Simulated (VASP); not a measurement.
# YbB2 (P6/mmm) in VASP: notebook, part 2 of 2

VASP 6.6.1.

## Step 4: Single point, PBE (12.27 Å³/atom)

This run uses another cell than the first one, of 12.27 Å³/atom.

Contents of INCAR:

```
SYSTEM = YbB2
ALGO = Normal ; EDIFF = 1E-6
ENCUT = 520 ; GGA = PE
ISIF = 2 ; ISMEAR = 0
LASPH = .True. ; LCHARG = .False.
LREAL = .False. ; LWAVE = .False.
NBANDS = 22 ; NELM = 60
PREC = Accurate ; SIGMA = 0.03
```

Contents of KPOINTS:

```
k-points
0
Gamma
  21 21 16
  0 0 0
```

Contents of POSCAR:

```
YbB2
1.0
    3.2865481115      0.0000000000      0.0000000000
   -1.6432740558      2.8462341553      0.0000000000
    0.0000000000      0.0000000000      3.9353432494
Yb B
1 2
Direct
    0.0000000000      0.0000000000      0.0000000000
    0.3333333333      0.6666666667      0.5000000000
    0.6666666667      0.3333333333      0.5000000000
```

Potentials or basis: VASP PAW PBE potentials, release 64 (Yb, B).

Started as:

```bash
> cat potpaw_PBE.64/Yb/POTCAR potpaw_PBE.64/B/POTCAR > POTCAR
> mpirun -np 1 vasp_std > vasp.out
```

OUTCAR:

```text
SYSTEM = YbB2
   EDIFF = 1E-6
   ENCUT = 520
   GGA = PE
   ISIF = 2
   ISMEAR = 0
   LASPH = .True.
   LREAL = .False.
   NELM = 60
   PREC = Accurate

 ion  position               nearest neighbor table
   1  0.000  0.000  0.000-   2 2.73   3 2.73   2 2.73   3 2.73   3 2.73   3 2.73   2 2.73   2 2.73
                             3 2.73   3 2.73   2 2.73   2 2.73
   2  0.333  0.667  0.500-   3 1.90   3 1.90   3 1.90   1 2.73   1 2.73   1 2.73   1 2.73   1 2.73
                             1 2.73
   3  0.667  0.333  0.500-   2 1.90   2 1.90   2 1.90   1 2.73   1 2.73   1 2.73   1 2.73   1 2.73
                             1 2.73

  LATTYP: Found a hexagonal cell.
 ALAT       =     3.2865481115
 C/A-ratio  =     1.1974092926

  Lattice vectors:

 A1 = (   3.2865481115,   0.0000000000,   0.0000000000)
 A2 = (  -1.6432740558,   2.8462341553,   0.0000000000)
 A3 = (   0.0000000000,   0.0000000000,   3.9353432494)

Analysis of symmetry for initial positions (statically):
=====================================================================
 Subroutine PRICEL returns:
 Original cell was already a primitive cell.

 Routine SETGRP: Setting up the symmetry group for a
 hexagonal supercell.

 Subroutine GETGRP returns: Found 24 space group operations
 (whereof 24 operations were pure point group operations)
 out of a pool of 24 trial point group operations.

The static configuration has the point symmetry D_6h.

Analysis of symmetry for dynamics (positions and initial velocities):
=====================================================================
 Subroutine PRICEL returns:
 Original cell was already a primitive cell.

 Routine SETGRP: Setting up the symmetry group for a
 hexagonal supercell.

 Subroutine GETGRP returns: Found 24 space group operations
 (whereof 24 operations were pure point group operations)
 out of a pool of 24 trial point group operations.

The dynamic configuration has the point symmetry D_6h.

 Subroutine INISYM returns: Found 24 space group operations
 (whereof 24 operations are pure point group operations),
 and found     1 'primitive' translations

----------------------------------------------------------------------------------------

                                     Primitive cell

  volume of cell :      36.8123

  direct lattice vectors                    reciprocal lattice vectors
     3.286548112  0.000000000  0.000000000     0.304270610  0.175670719  0.000000000
    -1.643274056  2.846234155  0.000000000     0.000000000  0.351341438  0.000000000
     0.000000000  0.000000000  3.935343249     0.000000000  0.000000000  0.254107440

  length of vectors
     3.286548112  3.286548112  3.935343249     0.351341438  0.351341438  0.254107440

  position of ions in fractional coordinates (direct lattice)
     0.000000000  0.000000000  0.000000000
     0.333333333  0.666666667  0.500000000
     0.666666667  0.333333333  0.500000000

  ion indices of the primitive-cell ions
   primitive index   ion index
                 1           1
                 2           2
                 3           3

----------------------------------------------------------------------------------------

 KPOINTS: k-points

Automatic generation of k-mesh.
 Grid dimensions read from file:
 generate k-points for:   21   21   16

 Generating k-lattice:

  Cartesian coordinates                     Fractional coordinates (reciprocal lattice)
     0.014489077  0.008365272  0.000000000     0.047619048  0.000000000  0.000000000
     0.000000000  0.016730545  0.000000000     0.000000000  0.047619048  0.000000000
     0.000000000  0.000000000  0.015881715     0.000000000  0.000000000  0.062500000

  Length of vectors
     0.016730545  0.016730545  0.015881715

  Shift w.r.t. Gamma in fractional coordinates (k-lattice)
     0.000000000  0.000000000  0.000000000

 Subroutine IBZKPT returns following result:
 ===========================================

 Found    432 irreducible k-points:

 Following reciprocal coordinates:
            Coordinates               Weight
  0.000000  0.000000  0.000000      1.000000
  0.047619  0.000000  0.000000      6.000000
  0.095238  0.000000  0.000000      6.000000
  0.142857  0.000000  0.000000      6.000000
  0.190476  0.000000  0.000000      6.000000
  0.238095 -0.000000  0.000000      6.000000
[... 16 lines left out ...]
  0.142857  0.095238  0.000000     12.000000
  0.190476  0.095238  0.000000     12.000000
 [... further k-points ...]
   k-points           NKPTS =    432   k-points in BZ     NKDIM =    432   number of bands    NBANDS=     22
   number of dos      NEDOS =    301   number of ions     NIONS =      3
   total plane-waves  NPLWV =  17280
   dimension x,y,z NGX =    24 NGY =   24 NGZ =   30
   dimension x,y,z NGXF=    48 NGYF=   48 NGZF=   60
   ions per type =               1   2
   NGX,Y,Z   is equivalent  to a cutoff of  12.14, 12.14, 12.67 a.u.
   NGXF,Y,Z  is equivalent  to a cutoff of  24.28, 24.28, 25.35 a.u.
 SYSTEM =  YbB2
   PREC   = accura    normal or accurate (medium, high low for compatibility)
   ISTART =      0    job   : 0-new  1-cont  2-samecut
   ICHARG =      2    charge: 1-file 2-atom 10-const
   ISPIN  =      1    spin polarized calculation?
   LNONCOLLINEAR =      F non collinear calculations
   LSORBIT =      F    spin-orbit coupling
   LASPH  =      T    aspherical Exc in radial PAW
   ENCUT  =  520.0 eV  38.22 Ry    6.18 a.u.   6.11  6.11  7.32*2*pi/ulx,y,z
   NELM   =     60;   NELMIN=  2; NELMDL= -5     # of ELM steps
   EDIFF  = 0.1E-05   stopping-criterion for ELM
   LREAL  =      F    real-space projection
   EDIFFG = 0.1E-04   stopping-criterion for IOM
   NSW    =      0    number of steps for IOM
   IBRION =     -1    ionic relax: 0-MD 1-quasi-New 2-CG
   NFREE  =      0    steps in history (QN), initial steepest desc. (CG)
   ISIF   =      2    stress and relaxation
   ISYM   =      2    0-nonsym 1-usesym 2-fastsym
   POTIM  = 0.5000    time-step for ionic-motion
   TEBEG  =    0.0;   TEEND  =   0.0 temperature during run
   PSTRESS=    0.0 pullay stress
   NELECT =      30.0000    total number of electrons
   NUPDOWN=      -1.0000    fix difference up-down
   EMIN   =  10.00;   EMAX   =-10.00  energy-range for DOS
   EFERMI =   0.00;   METHOD = LEGACY
   ISMEAR =     0;   SIGMA  =   0.03  broadening in eV -4-tet -1-fermi 0-gaus
   EFERMI_NEDOS =   21; number of points for ismear=-14 and -15
   IALGO  =     38    algorithm
   IMIX   =      4    mixing-type and parameters
     AMIX     =   0.40;   BMIX     =  1.00
     AMIX_MAG =   1.60;   BMIX_MAG =  1.00
  volume/ion in A,a.u.               =      12.27        82.81
  Fermi-wavevector in a.u.,A,eV,Ry     =   1.529153  2.889679 31.814609  2.338308
  Thomas-Fermi vector in A             =   2.636813
   LORBIT       =      0    0 simple, 1 ext, 2 COOP (PROOUT), +10 PAW based schemes
   GGA     = PE    functional components
   LHFCALC =     F    Hartree Fock is set to
   AEXX    =    0.0000 exact exchange contribution
   IVDW    =     0    specifies the selected vdW correction
   LEPSILON=     F    determine dielectric tensor
   LRPA    =     F    only Hartree local field effects (RPA)
 non-spin polarized calculation
 Gauss-broadening in eV      SIGMA  =   0.03
  energy-cutoff  :      520.00
  volume of cell :       36.81
 maximum number of plane-waves:      1009
   NGX = 13   NGY = 13   NGZ = 15

 number of electron      30.0000002 magnetization

 Free energy of the ion-electron system (eV)
  ---------------------------------------------------
  ext. energy  EPLUGINS =         0.00000000
  ---------------------------------------------------
  free energy    TOTEN  =       -18.08732481 eV

  energy without entropy =      -18.08556864  energy(sigma->0) =      -18.08644673

 E-fermi :   3.6858     XC(G=0): -11.9138

 val. band max:        3.6845461983   @ k =   0.1429   0.0476   0.1875
 cond. band min:       3.6860122175   @ k =   0.3810   0.0952   0.3125
 fundamental gap:      0.0014660192
 Fermi energy:         3.6858248504

 k-point     1 :       0.0000    0.0000    0.0000
  band No.  band energies     occupation
      1     -47.2497      2.00000
      2     -19.4343      2.00000
      3     -19.1535      2.00000
      4     -19.1535      2.00000
      5      -7.1235      2.00000
      6       2.0384      2.00000
[... 574 lines left out ...]
      6       0.6330      2.00000
[... 14 lines left out ...]
     21      11.3052      0.00000
     22      12.4794      0.00000

 [... further k-points ...]

------------------------ aborting loop because EDIFF is reached ----------------------------------------

  FORCE on cell =-STRESS in cart. coord.  units (eV):
  Direction    XX          YY          ZZ          XY          YZ          ZX
  --------------------------------------------------------------------------------------
  -------------------------------------------------------------------------------------
  Total       -1.6326489     -1.6326489     -1.6213712      0.0000000     -0.0000000     -0.0000000
  in kB      -71.0575363    -71.0575363    -70.5666967      0.0000000     -0.0000000     -0.0000000
  external PRESSURE =     -70.8939231 kB  Pullay stress =       0.0000000 kB

 VOLUME and BASIS-vectors are now :
 -----------------------------------------------------------------------------
  energy-cutoff  :      520.00
  volume of cell :       36.81
      direct lattice vectors                 reciprocal lattice vectors
     3.286548112  0.000000000  0.000000000     0.304270610  0.175670719  0.000000000
    -1.643274056  2.846234155  0.000000000     0.000000000  0.351341438  0.000000000
     0.000000000  0.000000000  3.935343249     0.000000000  0.000000000  0.254107440

 POSITION                                       TOTAL-FORCE (eV/Angst)
 -----------------------------------------------------------------------------------
      0.00000      0.00000      0.00000        -0.000000      0.000000      0.000000
     -0.00000      1.89749      1.96767         0.000000     -0.000000      0.000000
      1.64327      0.94874      1.96767        -0.000000      0.000000     -0.000000
 -----------------------------------------------------------------------------------
    total drift:                               -0.000000      0.000000     -0.000000

  FREE ENERGIE OF THE ION-ELECTRON SYSTEM (eV)
  ---------------------------------------------------
  free  energy   TOTEN  =       -18.0873248141 eV

  energy  without entropy=      -18.0855686381  energy(sigma->0) =      -18.08644673
```

OSZICAR:

```text
N       E                     dE             d eps       ncg     rms          rms(c)
DAV:   1     0.146754852081E+03    0.14675E+03   -0.10835E+04 26778   0.892E+03
DAV:   2    -0.227388414861E+00   -0.14698E+03   -0.13751E+03 25546   0.743E+02
DAV:   3    -0.179223639105E+02   -0.17695E+02   -0.17175E+02 26390   0.131E+02
DAV:   4    -0.209019583979E+02   -0.29796E+01   -0.29255E+01 36326   0.369E+01
[... 25 lines left out ...]
DAV:  30    -0.180873940646E+02   -0.31961E-04   -0.58529E-05 33968   0.342E-01    0.359E-01
DAV:  31    -0.180873785478E+02    0.15517E-04   -0.17066E-04 29778   0.446E-01    0.292E-01
DAV:  32    -0.180873260288E+02    0.52519E-04   -0.13969E-04 35660   0.359E-01    0.196E-01
DAV:  33    -0.180873253732E+02    0.65559E-06   -0.26171E-05 33602   0.160E-01    0.676E-02
DAV:  34    -0.180873248141E+02    0.55918E-06   -0.56291E-06 17566   0.784E-02
   1 F= -.18087325E+02 E0= -.18086447E+02  d E =-.175618E-02
```

stdout:

```text
POSCAR found type information on POSCAR YbB
 POSCAR found :  2 types and       3 ions
 scaLAPACK will be used
 LDA part: xc-table for (Slater+PW92), standard interpolation
 POSCAR, INCAR and KPOINTS ok, starting setup
 FFT: planning ... GRIDC
 FFT: planning ... GRID_SOFT
 FFT: planning ... GRID
 WAVECAR not read
 entering main loop
```

It took 5.4 min on 1 thread of Intel Xeon 6975P-C (Granite Rapids), shared host; peak memory 0.47 GiB.

What came out:

```
Free energy            : -18.0873 eV
Pressure               : -7.1 GPa
Band gap on the k mesh : zero (bands 15 and 16 overlap by 1.17 eV)
```

Caveat: the cell stands under tension; spin-orbit coupling is left out, which moves the levels of the heavy elements.

## Step 5: Single point, PBE (12.62 Å³/atom)

This run uses another cell than the first one, of 12.62 Å³/atom.

Contents of INCAR:

```
SYSTEM = YbB2
PREC = Accurate
ENCUT = 520
EDIFF = 1E-7
ISMEAR = 0
SIGMA = 0.03
LREAL = .False.
LASPH = .True.
NELM = 80
ALGO = Normal
ISIF = 2
LWAVE = .False.
LCHARG = .True.
GGA = PE
LELF = .True.
LVHAR = .True.
NBANDS = 22
```

Contents of KPOINTS:

```
regular mesh
0
Gamma
  21 21 16
  0 0 0
```

Contents of POSCAR:

```
YbB2
1.0
    3.3143316569      0.0000000000      0.0000000000
   -1.6571658284      2.8702954114      0.0000000000
    0.0000000000      0.0000000000      3.9791591514
Yb B
1 2
Direct
    0.0000000000      0.0000000000      0.0000000000
    0.3333333333      0.6666666667      0.5000000000
    0.6666666667      0.3333333333      0.5000000000
```

Started as:

```bash
> cat potpaw_PBE.64/Yb/POTCAR potpaw_PBE.64/B/POTCAR > POTCAR
> mpirun -np 1 vasp_std > vasp.out
```

Run time: 8.9 min. Hardware: 1 thread of Intel Xeon 6975P-C (Granite Rapids), shared host; peak memory 0.5 GiB.

It converged, with:

```yaml
Free_energy: -18.0299 eV
Pressure: -10.6 GPa
Band_gap_on_the_k_mesh: zero (bands 15 and 16 overlap by 1.12 eV)
```

Levels at points of the mesh, in eV from the Fermi level:
| k point | band 11 | band 12 | band 13 | band 14 | band 15 | band 16 | band 17 | band 18 | band 19 | band 20 |
| --- | --- | --- | --- | --- | --- | --- | --- | --- | --- | --- |
| (0.00, 0.00, 0.00) | -0.30 | -0.30 | -0.29 | -0.23 | -0.23 | 0.02 | 5.80 | 6.06 | 6.06 | 6.46 |
| (0.00, 0.00, 0.50) | -0.29 | -0.23 | -0.23 | 0.91 | 0.91 | 3.64 | 3.64 | 3.69 | 4.02 | 4.02 |

Caveat: the cell stands under tension; spin-orbit coupling is left out, which moves the levels of the heavy elements.

## Step 6: Relaxation of shape and atoms at fixed volume, PBE (10.53 Å³/atom)

This run uses another cell than the first one, of 10.53 Å³/atom.

Contents of INCAR:

```
SYSTEM = YbB2
PREC = Accurate ; ENCUT = 600
EDIFF = 1E-7 ; ISMEAR = 0
SIGMA = 0.03 ; LREAL = .FALSE.
LASPH = .TRUE. ; NELM = 80
ALGO = Normal ; ISIF = 4
LWAVE = .FALSE. ; LCHARG = .FALSE.
GGA = PE ; IBRION = 2
NSW = 50 ; EDIFFG = -0.01
```

Contents of KPOINTS:

```
regular mesh
0
G
  21 21 16
  0 0 0
```

Contents of POSCAR:

```
YbB2
1.0
    3.1330099421      0.0000000000      0.0000000000
   -1.5665049711      2.7132662002      0.0000000000
    0.0000000000      0.0000000000      3.7177021104
Yb B
1 2
Direct
    0.0000000000      0.0000000000      0.0000000000
    0.3333333333      0.6666666667      0.5000000000
    0.6666666667      0.3333333333      0.5000000000
```

Potentials or basis: VASP PAW PBE potentials, release 64 (Yb, B).

Started as:

```bash
> cat potpaw_PBE.64/Yb/POTCAR potpaw_PBE.64/B/POTCAR > POTCAR
> mpirun -np 1 vasp_std > vasp.out
```

It took 10 min on 1 thread of Intel Xeon 6975P-C (Granite Rapids), shared host; peak memory 0.5 GiB.

It converged, with:

| Property | Result |
| --- | --- |
| Free energy | -17.9799 eV |
| Pressure after relaxing | 16.8 GPa |
| Band gap on the k mesh | zero (bands 15 and 16 overlap by 1.42 eV) |

Final structure:
```yaml
crystal:
  lattice:
    - [3.13301, 0.00000, 0.00000]
    - [-1.56650, 2.71327, 0.00000]
    - [0.00000, 0.00000, 3.71770]
  atoms:
    - { symbol: Yb, position: [0.00000, 0.00000, 0.00000] }
    - { symbol: B, position: [0.33333, 0.66667, 0.50000] }
    - { symbol: B, position: [0.66667, 0.33333, 0.50000] }
```

Levels at points of the mesh, in eV from the Fermi level:
```
           k point  band 13  band 14  band 15  band 16  band 17  band 18
(0.00, 0.00, 0.00)    -0.42    -0.42    -0.38     0.13     6.90     6.90
(0.00, 0.00, 0.50)    -0.33     1.11     1.11     3.72     3.72     4.21
```

Caveat: spin-orbit coupling is left out, which moves the levels of the heavy elements. Spin polarisation is off, so any magnetic state and its effect on volume and gap are missing.

## Step 7: Summary

```tsv
task	cell	cutoff (eV)	gap on the mesh (eV)	pressure (GPa)
single point	a = 3.229, b = 3.229, c = 3.847 Å, angles 90.0, 90.0, 120.0°, 3 atoms	520	none	0.3
single point	a = 3.258, b = 3.258, c = 3.891 Å, angles 90.0, 90.0, 120.0°, 3 atoms	520	none	-3.0
single point	a = 3.287, b = 3.287, c = 3.935 Å, angles 90.0, 90.0, 120.0°, 3 atoms	520	none	-7.1
single point	a = 3.314, b = 3.314, c = 3.979 Å, angles 90.0, 90.0, 120.0°, 3 atoms	520	none	-10.6
relaxation of shape and atoms at fixed volume	relaxed from a = 3.133, b = 3.133, c = 3.718 Å, angles 90.0, 90.0, 120.0°, 3 atoms	600	none	16.8
```

Alike in all rows: level PBE; potentials or basis VASP PAW PBE potentials, release 64 (Yb, B); no spin polarisation; k mesh 21 × 21 × 16; smearing gaussian 0.03 eV.

Caveats: spin-orbit coupling is left out, which moves the levels of the heavy elements; the cell stands under tension (at least some runs).

Absolute energies hang on the potentials; compare differences alone.
